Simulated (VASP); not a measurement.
# InAs (P4/nmm) in VASP: single point with PBE

Aim: the single point of InAs with PBE.

Everything below comes from runs of VASP 6.6.1. Logs are shortened: lines on timing, memory, paths and dates and some standing lists are left out, and cuts for length are marked.

## 1. The cell of the first run

The structure is tetragonal, space group P4/nmm (No. 129). The conventional cell has a = 3.144 Å, b = 3.144 Å, c = 9.814 Å, α = 90.00°, β = 90.00°, γ = 90.00°. In (site symmetry 4mm) has 8 In at 3.14 to 3.43 Å and 4 As at 3.37 Å within 4.1 Å. Within 4.1 Å of As (site symmetry 4mm) lie 8 As at 3.08 to 3.14 Å and 4 In at 3.37 Å.

## 2. Single point, PBE

Contents of INCAR:

```
SYSTEM = InAs
ALGO = Normal ; EDIFF = 1E-6
ENCUT = 520 ; GGA = PE
ISIF = 2 ; ISMEAR = 0
LASPH = .TRUE. ; LCHARG = .FALSE.
LREAL = .FALSE. ; LWAVE = .FALSE.
NBANDS = 26 ; NELM = 100
PREC = Accurate ; SIGMA = 0.1
```

Contents of KPOINTS:

```
k-points
0
G
  6 6 2
  0 0 0
```

Contents of POSCAR:

```
InAs
1.0
    3.1443098900      0.0000000000      0.0000000000
    0.0000000000      3.1443098900      0.0000000000
    0.0000000000      0.0000000000      9.8138468400
In As
2 2
Direct
    0.0000000000      0.5000000000      0.8666711400
    0.5000000000      0.0000000000      0.1333288600
    0.0000000000      0.5000000000      0.3912732900
    0.5000000000      0.0000000000      0.6087267100
```

Potentials or basis: VASP PAW PBE potentials, release 64 (In_d, As).

Launch:

```
$ cat potpaw_PBE.64/In_d/POTCAR potpaw_PBE.64/As/POTCAR > POTCAR
$ mpirun -np 1 vasp_std > vasp.out
```

OUTCAR:

```text
SYSTEM = InAs
   EDIFF = 1E-6
   ENCUT = 520
   GGA = PE
   ISIF = 2
   ISMEAR = 0
   LASPH = .TRUE.
   LREAL = .FALSE.
   NELM = 100
   PREC = Accurate

 ion  position               nearest neighbor table
   1  0.000  0.500  0.867-   4 3.37   4 3.37   4 3.37   4 3.37   2 3.43   2 3.43   2 3.43   2 3.43

   2  0.500  0.000  0.133-   3 3.37   3 3.37   3 3.37   3 3.37   1 3.43   1 3.43   1 3.43   1 3.43

   3  0.000  0.500  0.391-   2 3.37   2 3.37   2 3.37   2 3.37
   4  0.500  0.000  0.609-   1 3.37   1 3.37   1 3.37   1 3.37

  LATTYP: Found a simple tetragonal cell.
 ALAT       =     3.1443098900
 C/A-ratio  =     3.1211449200

  Lattice vectors:

 A1 = (   3.1443098900,   0.0000000000,   0.0000000000)
 A2 = (   0.0000000000,   3.1443098900,   0.0000000000)
 A3 = (   0.0000000000,   0.0000000000,   9.8138468400)

Analysis of symmetry for initial positions (statically):
=====================================================================
 Subroutine PRICEL returns:
 Original cell was already a primitive cell.

 Routine SETGRP: Setting up the symmetry group for a
 simple tetragonal supercell.

 Subroutine GETGRP returns: Found 16 space group operations
 (whereof  8 operations were pure point group operations)
 out of a pool of 16 trial point group operations.

The static configuration has the point symmetry D_2d.
 The point group associated with its full space group is D_4h.

Analysis of symmetry for dynamics (positions and initial velocities):
=====================================================================
 Subroutine PRICEL returns:
 Original cell was already a primitive cell.

 Routine SETGRP: Setting up the symmetry group for a
 simple tetragonal supercell.

 Subroutine GETGRP returns: Found 16 space group operations
 (whereof  8 operations were pure point group operations)
 out of a pool of 16 trial point group operations.

The dynamic configuration has the point symmetry D_2d.
 The point group associated with its full space group is D_4h.

 Subroutine INISYM returns: Found 16 space group operations
 (whereof  8 operations are pure point group operations),
 and found     1 'primitive' translations

----------------------------------------------------------------------------------------

                                     Primitive cell

  volume of cell :      97.0264

  direct lattice vectors                    reciprocal lattice vectors
     3.144309890  0.000000000  0.000000000     0.318034810  0.000000000  0.000000000
     0.000000000  3.144309890  0.000000000     0.000000000  0.318034810  0.000000000
     0.000000000  0.000000000  9.813846840     0.000000000  0.000000000  0.101896842

  length of vectors
     3.144309890  3.144309890  9.813846840     0.318034810  0.318034810  0.101896842

  position of ions in fractional coordinates (direct lattice)
     0.000000000  0.500000000  0.866671140
     0.500000000  0.000000000  0.133328860
     0.000000000  0.500000000  0.391273290
     0.500000000  0.000000000  0.608726710

  ion indices of the primitive-cell ions
   primitive index   ion index
                 1           1
                 2           2
                 3           3
                 4           4

----------------------------------------------------------------------------------------

 KPOINTS: k-points

Automatic generation of k-mesh.
 Grid dimensions read from file:
 generate k-points for:    6    6    2

 Generating k-lattice:

  Cartesian coordinates                     Fractional coordinates (reciprocal lattice)
     0.053005802  0.000000000  0.000000000     0.166666667  0.000000000  0.000000000
     0.000000000  0.053005802  0.000000000     0.000000000  0.166666667  0.000000000
     0.000000000  0.000000000  0.050948421     0.000000000  0.000000000  0.500000000

  Length of vectors
     0.053005802  0.053005802  0.050948421

  Shift w.r.t. Gamma in fractional coordinates (k-lattice)
     0.000000000  0.000000000  0.000000000

 Subroutine IBZKPT returns following result:
 ===========================================

 Found     20 irreducible k-points:

 Following reciprocal coordinates:
            Coordinates               Weight
  0.000000  0.000000  0.000000      1.000000
  0.166667  0.000000  0.000000      4.000000
  0.333333  0.000000  0.000000      4.000000
  0.500000  0.000000  0.000000      2.000000
  0.166667  0.166667  0.000000      4.000000
  0.333333  0.166667  0.000000      8.000000
[... 12 lines left out ...]
  0.500000  0.333333  0.500000      4.000000
  0.500000  0.500000  0.500000      1.000000
   k-points           NKPTS =     20   k-points in BZ     NKDIM =     20   number of bands    NBANDS=     26
   number of dos      NEDOS =    301   number of ions     NIONS =      4
   total plane-waves  NPLWV =  46080
   dimension x,y,z NGX =    24 NGY =   24 NGZ =   80
   dimension x,y,z NGXF=    48 NGYF=   48 NGZF=  160
   ions per type =               2   2
   NGX,Y,Z   is equivalent  to a cutoff of  12.69, 12.69, 13.55 a.u.
   NGXF,Y,Z  is equivalent  to a cutoff of  25.38, 25.38, 27.10 a.u.
 SYSTEM =  InAs
   PREC   = accura    normal or accurate (medium, high low for compatibility)
   ISTART =      0    job   : 0-new  1-cont  2-samecut
   ICHARG =      2    charge: 1-file 2-atom 10-const
   ISPIN  =      1    spin polarized calculation?
   LNONCOLLINEAR =      F non collinear calculations
   LSORBIT =      F    spin-orbit coupling
   LASPH  =      T    aspherical Exc in radial PAW
   ENCUT  =  520.0 eV  38.22 Ry    6.18 a.u.   5.85  5.85 18.25*2*pi/ulx,y,z
   NELM   =    100;   NELMIN=  2; NELMDL= -5     # of ELM steps
   EDIFF  = 0.1E-05   stopping-criterion for ELM
   LREAL  =      F    real-space projection
   EDIFFG = 0.1E-04   stopping-criterion for IOM
   NSW    =      0    number of steps for IOM
   IBRION =     -1    ionic relax: 0-MD 1-quasi-New 2-CG
   NFREE  =      0    steps in history (QN), initial steepest desc. (CG)
   ISIF   =      2    stress and relaxation
   ISYM   =      2    0-nonsym 1-usesym 2-fastsym
   POTIM  = 0.5000    time-step for ionic-motion
   TEBEG  =    0.0;   TEEND  =   0.0 temperature during run
   PSTRESS=    0.0 pullay stress
   NELECT =      36.0000    total number of electrons
   NUPDOWN=      -1.0000    fix difference up-down
   EMIN   =  10.00;   EMAX   =-10.00  energy-range for DOS
   EFERMI =   0.00;   METHOD = LEGACY
   ISMEAR =     0;   SIGMA  =   0.10  broadening in eV -4-tet -1-fermi 0-gaus
   EFERMI_NEDOS =   21; number of points for ismear=-14 and -15
   IALGO  =     38    algorithm
   IMIX   =      4    mixing-type and parameters
     AMIX     =   0.40;   BMIX     =  1.00
     AMIX_MAG =   1.60;   BMIX_MAG =  1.00
  volume/ion in A,a.u.               =      24.26       163.69
  Fermi-wavevector in a.u.,A,eV,Ry     =   1.176375  2.223026 18.828524  1.383857
  Thomas-Fermi vector in A             =   2.312740
   LORBIT       =      0    0 simple, 1 ext, 2 COOP (PROOUT), +10 PAW based schemes
   GGA     = PE    functional components
   LHFCALC =     F    Hartree Fock is set to
   AEXX    =    0.0000 exact exchange contribution
   IVDW    =     0    specifies the selected vdW correction
   LEPSILON=     F    determine dielectric tensor
   LRPA    =     F    only Hartree local field effects (RPA)
 non-spin polarized calculation
 Gauss-broadening in eV      SIGMA  =   0.10
  energy-cutoff  :      520.00
  volume of cell :       97.03
 maximum number of plane-waves:      2672
 NGX is ok and might be reduce to    24
   NGX = 11   NGY = 11   NGZ = 37

 number of electron      36.0000006 magnetization

 Free energy of the ion-electron system (eV)
  ---------------------------------------------------
  ext. energy  EPLUGINS =         0.00000000
  ---------------------------------------------------
  free energy    TOTEN  =       -13.32400951 eV

  energy without entropy =      -13.30449709  energy(sigma->0) =      -13.31425330

 E-fermi :   6.3642     XC(G=0): -10.1599

 val. band max:        6.2090081686   @ k =   0.1667   0.0000   0.5000
 cond. band min:       6.3959098714   @ k =   0.3333   0.0000   0.5000
 fundamental gap:      0.1869017028
 Fermi energy:         6.3641724281

 k-point     1 :       0.0000    0.0000    0.0000
  band No.  band energies     occupation
      1      -8.5916      2.00000
      2      -8.5257      2.00000
      3      -8.3862      2.00000
      4      -8.3034      2.00000
      5      -8.1482      2.00000
      6      -8.1482      2.00000
[... 18 lines left out ...]
     25      12.9063      0.00000
     26      13.8541      0.00000

 k-point     2 :       0.1667    0.0000    0.0000
  band No.  band energies     occupation
      1      -8.5220      2.00000
      2      -8.4618      2.00000
      3      -8.3327      2.00000
      4      -8.2581      2.00000
      5      -8.1888      2.00000
      6      -8.1394      2.00000
[... 18 lines left out ...]
     25      12.9572      0.00000
     26      13.4184      0.00000

 k-point     3 :       0.3333    0.0000    0.0000
  band No.  band energies     occupation
      1      -8.4417      2.00000
      2      -8.4036      2.00000
      3      -8.3128      2.00000
      4      -8.2565      2.00000
      5      -8.1440      2.00000
      6      -8.1378      2.00000
[... 18 lines left out ...]
     25      14.0489      0.00000
     26      14.8258      0.00000

 k-point     4 :       0.5000    0.0000    0.0000
  band No.  band energies     occupation
      1      -8.4039      2.00000
      2      -8.4039      2.00000
      3      -8.3338      2.00000
      4      -8.3338      2.00000
      5      -8.1723      2.00000
      6      -8.1723      2.00000
[... 18 lines left out ...]
     25      15.3148      0.00000
     26      15.3148      0.00000

 k-point     5 :       0.1667    0.1667    0.0000
  band No.  band energies     occupation
      1      -8.4237      2.00000
      2      -8.3687      2.00000
      3      -8.3072      2.00000
      4      -8.2394      2.00000
      5      -8.2021      2.00000
      6      -8.1551      2.00000
[... 18 lines left out ...]
     25      12.5381      0.00000
     26      12.8633      0.00000

 k-point     6 :       0.3333    0.1667    0.0000
  band No.  band energies     occupation
      1      -8.3274      2.00000
      2      -8.3027      2.00000
      3      -8.2885      2.00000
      4      -8.2661      2.00000
      5      -8.1961      2.00000
      6      -8.1900      2.00000
[... 311 lines left out ...]
 k-point    17 :       0.5000    0.1667    0.5000
  band No.  band energies     occupation
      1      -8.3323      2.00000
      2      -8.3323      2.00000
      3      -8.2960      2.00000
      4      -8.2960      2.00000
      5      -8.2219      2.00000
      6      -8.2219      2.00000
[... 18 lines left out ...]
     25      12.8426      0.00000
     26      12.8426      0.00000

 k-point    18 :       0.3333    0.3333    0.5000
  band No.  band energies     occupation
      1      -8.3249      2.00000
      2      -8.3210      2.00000
      3      -8.3150      2.00000
      4      -8.2914      2.00000
      5      -8.1659      2.00000
      6      -8.1201      2.00000
[... 18 lines left out ...]
     25      10.6151      0.00000
     26      10.6363      0.00000

 k-point    19 :       0.5000    0.3333    0.5000
  band No.  band energies     occupation
      1      -8.3633      2.00000
      2      -8.3633      2.00000
      3      -8.3471      2.00000
      4      -8.3471      2.00000
      5      -8.1400      2.00000
      6      -8.1400      2.00000
[... 18 lines left out ...]
     25      10.3514      0.00000
     26      10.3514      0.00000

 k-point    20 :       0.5000    0.5000    0.5000
  band No.  band energies     occupation
      1      -8.4167      2.00000
      2      -8.4167      2.00000
      3      -8.3754      2.00000
      4      -8.3754      2.00000
      5      -8.1458      2.00000
      6      -8.1458      2.00000
[... 18 lines left out ...]
     25       9.0050      0.00000
     26       9.0050      0.00000

------------------------ aborting loop because EDIFF is reached ----------------------------------------

  FORCE on cell =-STRESS in cart. coord.  units (eV):
  Direction    XX          YY          ZZ          XY          YZ          ZX
  --------------------------------------------------------------------------------------
  -------------------------------------------------------------------------------------
  Total       -0.9063663     -0.9063663     -1.8976968      0.0000000     -0.0000000      0.0000000
  in kB      -14.9666427    -14.9666427    -31.3362811      0.0000000     -0.0000000      0.0000000
  external PRESSURE =     -20.4231888 kB  Pullay stress =       0.0000000 kB

 VOLUME and BASIS-vectors are now :
 -----------------------------------------------------------------------------
  energy-cutoff  :      520.00
  volume of cell :       97.03
      direct lattice vectors                 reciprocal lattice vectors
     3.144309890  0.000000000  0.000000000     0.318034810  0.000000000  0.000000000
     0.000000000  3.144309890  0.000000000     0.000000000  0.318034810  0.000000000
     0.000000000  0.000000000  9.813846840     0.000000000  0.000000000  0.101896842

 POSITION                                       TOTAL-FORCE (eV/Angst)
 -----------------------------------------------------------------------------------
      0.00000      1.57215      8.50538         0.000000      0.000000     -0.115843
      1.57215      0.00000      1.30847         0.000000      0.000000      0.115843
      0.00000      1.57215      3.83990         0.000000      0.000000      0.486768
      1.57215      0.00000      5.97395         0.000000      0.000000     -0.486768
 -----------------------------------------------------------------------------------
    total drift:                                0.000000      0.000000      0.000000

  FREE ENERGIE OF THE ION-ELECTRON SYSTEM (eV)
  ---------------------------------------------------
  free  energy   TOTEN  =       -13.3240095067 eV

  energy  without entropy=      -13.3044970934  energy(sigma->0) =      -13.31425330
```

It took 31 s on 1 thread of Intel Xeon 6975P-C, shared host; peak memory 0.22 GiB.

What came out:

- Free energy: -13.3240 eV
- Pressure: -2.0 GPa
- Largest force: 0.487 eV/Å
- Band gap on the k mesh: zero (band 18 reaches 7.84 eV, above the bottom of band 19 at 5.61 eV)

Forces in eV/Å, atoms in the order of the input:
```
In   0.000  0.000 -0.116
In   0.000  0.000  0.116
As   0.000  0.000  0.487
As   0.000  0.000 -0.487
```

Levels at points of the mesh, in eV from the Fermi level:
| k point | band 15 | band 16 | band 17 | band 18 | band 19 | band 20 | band 21 | band 22 |
| --- | --- | --- | --- | --- | --- | --- | --- | --- |
| (0.00, 0.00, 0.00) | -4.23 | 0.96 | 0.96 | 1.48 | 1.90 | 3.14 | 3.14 | 6.12 |
| (0.50, 0.00, 0.00) | -4.55 | -4.55 | -1.05 | -1.05 | -0.24 | -0.24 | 3.13 | 3.13 |
| (0.50, 0.50, 0.00) | -1.91 | -1.91 | -1.01 | -1.01 | -0.71 | -0.71 | -0.57 | -0.57 |
| (0.00, 0.00, 0.50) | -1.87 | -1.60 | 0.97 | 0.97 | 3.09 | 3.09 | 4.00 | 6.18 |
| (0.50, 0.00, 0.50) | -3.66 | -3.66 | -2.73 | -2.73 | 1.77 | 1.77 | 3.13 | 3.13 |
| (0.50, 0.50, 0.50) | -2.21 | -2.21 | -1.15 | -1.15 | -0.31 | -0.31 | 0.04 | 0.04 |

Caveat: spin-orbit coupling is left out, which moves the levels of the heavy elements.
